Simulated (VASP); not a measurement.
# B (Fm-3m) in VASP: notebook, part 2 of 2

VASP 6.6.1.

## Step 4: Relaxation of cell and atoms, PBE, target pressure 100 GPa, at which the enthalpy is minimised

File INCAR:

```
SYSTEM = B
ALGO = Normal ; EDIFF = 1E-7
EDIFFG = -0.005 ; ENCUT = 600
GGA = PE ; IBRION = 2
ISIF = 3 ; ISMEAR = -1
LASPH = .TRUE. ; LCHARG = .FALSE.
LREAL = .FALSE. ; LWAVE = .FALSE.
NELM = 80 ; NSW = 60
PREC = Accurate ; PSTRESS = 1000.0
SIGMA = 0.08
```

File KPOINTS:

```
k-points
0
G
  24 24 24
  0 0 0
```

File POSCAR:

```
B
1.0
    0.0000000000      1.3232317859      1.3232317859
    1.3232317859      0.0000000000      1.3232317859
    1.3232317859      1.3232317859      0.0000000000
B
1
Direct
    0.0000000000      0.0000000000      0.0000000000
```

The run is started by

```sh
cat potpaw_PBE.64/B/POTCAR > POTCAR
mpirun -np 1 vasp_std > vasp.out
```

Wall time 5.1 s (1 thread of Intel Xeon 6975P-C (Granite Rapids), shared host); peak memory 0.11 GiB.

The run converged. Its results:

```
Free energy                                            : -5.0280 eV
Relaxed volume                                         : 4.64 Å³/atom
Relaxed cell                                           : a = 1.872 Å, b = 1.872 Å, c = 1.872 Å, α = 60.00°, β = 60.00°, γ = 60.00°
Space group after relaxing (to 0.05 Å)                 : Fm-3m (No. 225)
Energy change on relaxing (the enthalpy is what falls) : -4.1 meV/atom
Ionic steps                                            : 3
Pressure after relaxing                                : 100.0 GPa
```

Step by step:
```tsv
step	energy change (eV)	largest force (eV/Å)	pressure (GPa)	volume (Å³)
1	0.0000	0.0000	100.88	4.63
2	-0.0106	0.0000	98.67	4.65
3	-0.0041	0.0000	100.02	4.64
```

Final structure:
```cif
data_structure
_symmetry_space_group_name_H-M 'P 1'
_symmetry_Int_Tables_number 1
_cell_length_a 1.8722
_cell_length_b 1.8722
_cell_length_c 1.8722
_cell_angle_alpha 60.000
_cell_angle_beta 60.000
_cell_angle_gamma 60.000
_cell_volume 4.64
loop_
_atom_site_label
_atom_site_type_symbol
_atom_site_fract_x
_atom_site_fract_y
_atom_site_fract_z
_atom_site_occupancy
B1 B 0.00000 0.00000 0.00000 1
```

Levels at points of the mesh, in eV from the Fermi level:
| k point | band 1 | band 2 | band 3 | band 4 | band 5 |
| --- | --- | --- | --- | --- | --- |
| (0.00, 0.00, 0.00) | -22.23 | 19.77 | 19.77 | 19.77 | 37.21 |
| (0.50, 0.00, 0.00) | -12.32 | -5.85 | 16.06 | 16.06 | 33.31 |
| (0.50, 0.50, 0.00) | -8.89 | 0.18 | 7.33 | 7.33 | 17.70 |

Caveat: the cell is relaxed towards a set pressure, so the enthalpy falls and the energy may rise.

## Step 5: Relaxation of cell and atoms, PBE, target pressure 100 GPa, at which the enthalpy is minimised

File INCAR:

```
SYSTEM = B
PREC = Accurate ; ENCUT = 600
EDIFF = 1E-7 ; ISMEAR = -1
SIGMA = 0.08 ; LREAL = .False.
LASPH = .True. ; NELM = 80
ALGO = Normal ; ISIF = 3
LWAVE = .False. ; LCHARG = .False.
GGA = PE ; IBRION = 2
NSW = 32 ; EDIFFG = -0.005
PSTRESS = 1000.0
```

File KPOINTS:

```
regular mesh
0
Gamma
  24 24 24
  0 0 0
```

File POSCAR:

```
B
1.0
    0.0000000000      1.3240319048      1.3240319048
    1.3240319048      0.0000000000      1.3240319048
    1.3240319048      1.3240319048      0.0000000000
B
1
Direct
    0.0000000000      0.0000000000      0.0000000000
```

Potentials or basis: VASP PAW PBE potentials, release 64 (B).

The run is started by

```sh
cat potpaw_PBE.64/B/POTCAR > POTCAR
mpirun -np 1 vasp_std > vasp.out
```

OUTCAR:

```text
SYSTEM = B
   PREC = Accurate
   ENCUT = 600
   EDIFF = 1E-7
   ISMEAR = -1
   LREAL = .False.
   LASPH = .True.
   NELM = 80
   ISIF = 3
   GGA = PE
   IBRION = 2
   NSW = 32
   EDIFFG = -0.005
   PSTRESS = 1000.0

 ion  position               nearest neighbor table
   1  0.000  0.000  0.000-

  LATTYP: Found a face centered cubic cell.
 ALAT       =     2.6480638096

  Lattice vectors:

 A1 = (   0.0000000000,   1.3240319048,   1.3240319048)
 A2 = (   1.3240319048,   0.0000000000,   1.3240319048)
 A3 = (   1.3240319048,   1.3240319048,   0.0000000000)

Analysis of symmetry for initial positions (statically):
=====================================================================
 Subroutine PRICEL returns:
 Original cell was already a primitive cell.

 Routine SETGRP: Setting up the symmetry group for a
 face centered cubic supercell.

 Subroutine GETGRP returns: Found 48 space group operations
 (whereof 48 operations were pure point group operations)
 out of a pool of 48 trial point group operations.

The static configuration has the point symmetry O_h .

[... 158 lines left out ...]
  energy without entropy =       -5.02560152  energy(sigma->0) =       -5.02738777

------------------------ aborting loop because EDIFF is reached ----------------------------------------

  FORCE on cell =-STRESS in cart. coord.  units (eV):
  Direction    XX          YY          ZZ          XY          YZ          ZX
  --------------------------------------------------------------------------------------
  -------------------------------------------------------------------------------------
  Total        2.8912260      2.8912260      2.8912260      0.0000000      0.0000000      0.0000000
  in kB      997.8546416    997.8546416    997.8546416      0.0000000      0.0000000      0.0000000
  external PRESSURE =      -2.1453584 kB  Pullay stress =    1000.0000000 kB
[... 61 lines left out ...]
--------------------------------------- Ionic step        3  -------------------------------------------

 number of electron       3.0000000 magnetization

 Free energy of the ion-electron system (eV)
  ---------------------------------------------------
  ext. energy  EPLUGINS =         0.00000000
  ---------------------------------------------------
  free energy    TOTEN  =        -5.02812324 eV

  energy without entropy =       -5.02455231  energy(sigma->0) =       -5.02633778

 E-fermi :  13.7504     XC(G=0): -14.0526

 val. band max:       13.7126060998   @ k =   0.4583   0.2083   0.0417
 cond. band min:      13.7530152952   @ k =   0.5000   0.2500   0.1250
 fundamental gap:      0.0404091954
 Fermi energy:        13.7503778466

 k-point     1 :       0.0000    0.0000    0.0000
  band No.  band energies     occupation
      1      -8.4794      2.00000
      2      33.5162      0.00000
      3      33.5162      0.00000
      4      33.5162      0.00000
      5      50.9646      0.00000
[... 177 lines left out ...]
 k-point    24 :       0.4583    0.0417    0.0000
  band No.  band energies     occupation
      1       0.5750      2.00000
      2       9.1977      2.00000
      3      29.3987      0.00000
      4      29.8413      0.00000
      5      45.1829      0.00000

 [... further k-points ...]
[... 5 lines left out ...]
  --------------------------------------------------------------------------------------
  -------------------------------------------------------------------------------------
  Total        2.8964691      2.8964691      2.8964691     -0.0000000     -0.0000000      0.0000000
  in kB     1000.0272847   1000.0272847   1000.0272847     -0.0000000     -0.0000000      0.0000000
  external PRESSURE =       0.0272847 kB  Pullay stress =    1000.0000000 kB
[... 20 lines left out ...]
  energy  without entropy=       -5.0245523136  energy(sigma->0) =       -5.02633778

  enthalpy is  TOTEN    =        -2.1317331712 eV   P V=        2.8963900699

 reached required accuracy - stopping structural energy minimisation
```

CONTCAR:

```text
B
   1.00000000000000
    -0.0000000000000000    1.3238716401867050    1.3238716401867050
     1.3238716401867050    0.0000000000000000    1.3238716401867050
     1.3238716401867050    1.3238716401867050    0.0000000000000000
  B
     1
Direct
     0.0000000000000000    0.0000000000000000    0.0000000000000000

  0.00000000E+00  0.00000000E+00  0.00000000E+00
```

Run time: 5.4 s. Hardware: 1 thread of Intel Xeon 6975P-C (Granite Rapids), shared host; peak memory 0.11 GiB.

What came out:

```yaml
Free_energy: -5.0281 eV
Relaxed_volume: 4.64 Å³/atom
Relaxed_cell: a = 1.872 Å, b = 1.872 Å, c = 1.872 Å, α = 60.00°, β = 60.00°, γ = 60.00°
Space_group_after_relaxing_to_0.05_Å: Fm-3m (No. 225)
Energy_change_on_relaxing_the_enthalpy_is_what_falls: +1.1 meV/atom
Ionic_steps: 3
Pressure_after_relaxing: 100.0 GPa
```

The path:
```
step  energy change (eV)  largest force (eV/Å)  pressure (GPa)  volume (Å³)
   1              0.0000                0.0000           99.79         4.64
   2              0.0026                0.0000          100.32         4.64
   3              0.0011                0.0000          100.00         4.64
```

Final structure:
```
B
1.0
     0.00000    1.32387    1.32387
     1.32387    0.00000    1.32387
     1.32387    1.32387    0.00000
B
1
Cartesian
  0.0000 0.0000 0.0000
```

Caveat: the cell is relaxed towards a set pressure, so the enthalpy falls and the energy may rise.

## Step 6: The runs side by side

```tsv
task	cell	cutoff (eV)	gap on the mesh (eV)	pressure (GPa)
single point	a = 1.872 Å, angles 60.0°, 1 atom	520	none	100.1
relaxation of cell and atoms	relaxed to 100 GPa from a = 1.871 Å, angles 60.0°, 1 atom	600	none	100.0
relaxation of cell and atoms	relaxed to 100 GPa from a = 1.872 Å, angles 60.0°, 1 atom	600	none	100.0
```

Alike in all rows: level PBE; potentials or basis VASP PAW PBE potentials, release 64 (B); no spin polarisation; k mesh 24 × 24 × 24; smearing fermi-dirac 0.08 eV.

Caveats: the cell is relaxed towards a set pressure, so the enthalpy falls and the energy may rise (some runs).

Absolute energies hang on the potentials; compare differences alone.
